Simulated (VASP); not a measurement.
In2Te2O:

```
In Te O
1.0
    -2.16788    2.16788    6.83437
     2.16788   -2.16788    6.83437
     2.16788    2.16788   -6.83437
In Te O
2 2 1
Direct
  0.34805 0.34805 0.00000
  0.65195 0.65195 0.00000
  0.87101 0.87101 0.00000
  0.12899 0.12899 0.00000
  0.00000 0.00000 0.00000
```

The cell was generated, and may not be a known phase.

* Program: VASP 6.6.1
* Task: relaxation of cell and atoms
* Functional: PBE
* Potentials or basis: VASP PAW PBE potentials, release 64 (In_d, Te, O)
* Cutoff: 600 eV
* k mesh: 6 × 6 × 6
* Occupations: gaussian, width 0.1 eV
* Spin: no spin polarisation

At the start: pressure 16.2 GPa; volume 25.70 Å³/atom.

Problem. Where does the relaxation end?

Solution. Over 25 steps the energy falls by 462.8 meV/atom and the volume is 29.71 Å³/atom (+15.6 %); space group I4/mmm (No. 139, to 0.1 Å) before and after.

The path:
```csv
step,energy change (eV),largest force (eV/Å),pressure (GPa),volume (Å³)
1,0.0000,7.5362,16.24,128.48
2,0.0453,1.2443,-4.90,179.50
3,-0.8059,1.5222,-4.50,167.71
4,-1.4405,1.4962,-3.67,158.79
5,-2.0793,0.3602,0.48,143.39
6,-2.0795,0.3139,0.61,143.09
7,-2.0938,0.2561,0.18,144.98
8,-2.1044,0.2422,-0.49,148.33
9,-2.1162,0.2605,-0.17,147.92
10,-2.1243,0.3042,0.48,147.16
11,-2.1290,0.3166,0.51,147.25
12,-2.1424,0.3421,0.54,147.52
13,-2.1643,0.4232,0.64,148.03
14,-2.1824,0.5731,0.74,148.97
15,-2.2230,0.9313,0.49,150.50
16,-2.2443,0.4646,-0.49,151.97
17,-2.2443,0.4841,-0.46,151.91
18,-2.2592,0.4371,-0.32,150.93
19,-2.2919,0.2887,0.19,148.00
20,-2.2805,0.1336,1.63,142.24
21,-2.3013,0.1634,0.67,145.83
22,-2.3113,0.0362,0.09,147.64
23,-2.3119,0.0991,-0.10,148.28
24,-2.3137,0.0333,0.07,148.66
25,-2.3141,0.0174,0.03,148.54
```

Final structure:
```cif
data_structure
_symmetry_space_group_name_H-M 'P 1'
_symmetry_Int_Tables_number 1
_cell_length_a 8.8086
_cell_length_b 8.8086
_cell_length_c 8.8086
_cell_angle_alpha 152.184
_cell_angle_beta 152.184
_cell_angle_gamma 39.744
_cell_volume 148.54
loop_
_atom_site_label
_atom_site_type_symbol
_atom_site_fract_x
_atom_site_fract_y
_atom_site_fract_z
_atom_site_occupancy
In1 In 0.31659 0.31659 0.00000 1
In2 In 0.68341 0.68341 0.00000 1
Te1 Te 0.87557 0.87557 0.00000 1
Te2 Te 0.12443 0.12443 0.00000 1
O1 O 0.00000 0.00000 0.00000 1
```

Caveat: the volume moved by over 15 % at a fixed basis, so the end points are rough.
